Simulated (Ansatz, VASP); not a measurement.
**Pd: VASP beside Ansatz**

INCAR

```
SYSTEM = Pd
PREC = Accurate
ENCUT = 520
EDIFF = 1E-6
ISMEAR = 0
SIGMA = 0.1
LREAL = .FALSE.
LASPH = .TRUE.
NELM = 100
ALGO = Normal
ISIF = 2
LWAVE = .FALSE.
LCHARG = .FALSE.
GGA = PE
NBANDS = 11
```

The input KPOINTS:

```
regular mesh
0
G
  18 18 18
  0 0 0
```

POSCAR

```
Pd
1.0
   -1.5499074414      1.5499074414      1.5499074414
    1.5499074414     -1.5499074414      1.5499074414
    1.5499074414      1.5499074414     -1.5499074414
Pd
1
Direct
    0.0000000000      0.0000000000      0.0000000000
```

Input for Ansatz:

```yaml
crystal:
  lattice:
    - [-1.5499074414, 1.5499074414, 1.5499074414]
    - [1.5499074414, -1.5499074414, 1.5499074414]
    - [1.5499074414, 1.5499074414, -1.5499074414]
  atoms:
    - { symbol: Pd, position: [0.0, 0.0, 0.0] }
basis:
  ecutwfc: 420
kpoints:
  mp_grid: { grid: [18, 18, 18] }
hamiltonian:
  xc: pbe
scf:
  occupations: { method: gaussian, width: 0.1 }
output:
  forces: true
  stress: true
  eigenvalues: true
```

Alike in both runs: task single point; functional PBE; k mesh 18 × 18 × 18; occupations gaussian, width 0.1 eV; no spin polarisation.

```csv
,VASP,Ansatz
version,VASP 6.6.1,Ansatz 0.2.0
potentials or method,"VASP PAW PBE potentials, release 64 (Pd), cutoff 520 eV","scalar-relativistic, plane waves, PAW"
valence electrons in the cell,10,18
```

```tsv
	VASP	Ansatz	Ansatz less VASP
gap on the k mesh at the Fermi level (eV)	none	none	-
pressure (GPa)	6.2	6.5	+0.38
```

A gap of «none» marks a metal or a gap that the smearing closes. VASP's potentials hold 10 valence electrons a cell and Ansatz's 18, so a difference there can come from the potentials and not from the codes.
